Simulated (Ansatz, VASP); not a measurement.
# Se in VASP and in Ansatz

INCAR

```
PREC = Accurate
ENCUT = 520
EDIFF = 1E-8
ISMEAR = -1
SIGMA = 0.03
LREAL = F
LASPH = T
NELM = 60
ALGO = Normal
ISIF = 2
LWAVE = F
LCHARG = F
GGA = PE
LEFG = T
NBANDS = 16
```

File KPOINTS:

```
regular mesh
0
Gamma
  6 6 5
```

POSCAR

```
Se
1.0
    4.3225379494      0.0000000000      0.0000000000
   -2.1612689748      3.7434276731      0.0000000000
    0.0000000000      0.0000000000      4.9536000000
Se
3
Direct
    0.2254000000      0.0000000000      0.3333333333
    0.0000000000      0.2254000000      0.6666666667
    0.7746000000      0.7746000000      0.0000000000
```

Input for Ansatz:

```yaml
crystal:
  lattice:
    - [4.3225379494, 0.0, 0.0]
    - [-2.1612689748, 3.7434276731, 0.0]
    - [0.0, 0.0, 4.9536]
  atoms:
    - { symbol: Se, position: [0.2254, 0.0, 0.3333333333] }
    - { symbol: Se, position: [0.0, 0.2254, 0.6666666667] }
    - { symbol: Se, position: [0.7746, 0.7746, 0.0] }
kpoints:
  mp_grid: { grid: [6, 6, 5] }
scf:
  occupations: { method: fermi_dirac, width: 0.03 }
hamiltonian:
  xc: pbe
  pseudopotentials: { kind: all_electron, datasets: crystal }
output:
  forces: true
  stress: true
  eigenvalues: true
  efg: { contact_densities: true }
```

Change from the starting cell: equal xx and yy strain of -1 %, crystal datasets.

Alike in both runs: task electric field gradients; functional PBE; k mesh 6 × 6 × 5; occupations fermi-dirac, width 0.03 eV; no spin polarisation.

|  | VASP | Ansatz |
| --- | --- | --- |
| version | VASP 6.6.1 | Ansatz 0.2.0 |
| potentials or method | VASP PAW PBE potentials, release 64 (Se), cutoff 520 eV | all-electron PAW with datasets made for the crystal, scalar-relativistic |

```csv
,VASP,Ansatz,Ansatz less VASP
gap on the k mesh at the Fermi level (eV),1.32,1.32,+0.007
pressure (GPa),4.0,3.8,-0.16
"traceless stress, the component that is largest in VASP (GPa)",1.43,1.37,-0.060
rms of the force components (eV/Å),0.363,0.340,-0.0234
size of Vzz on the site where it differs most (V/Å²),495.7,517.0,+21.22
```

Atom by atom the forces differ by 0.023 eV/Å (rms over components). Ansatz ran all-electron here, and VASP with PAW potentials.
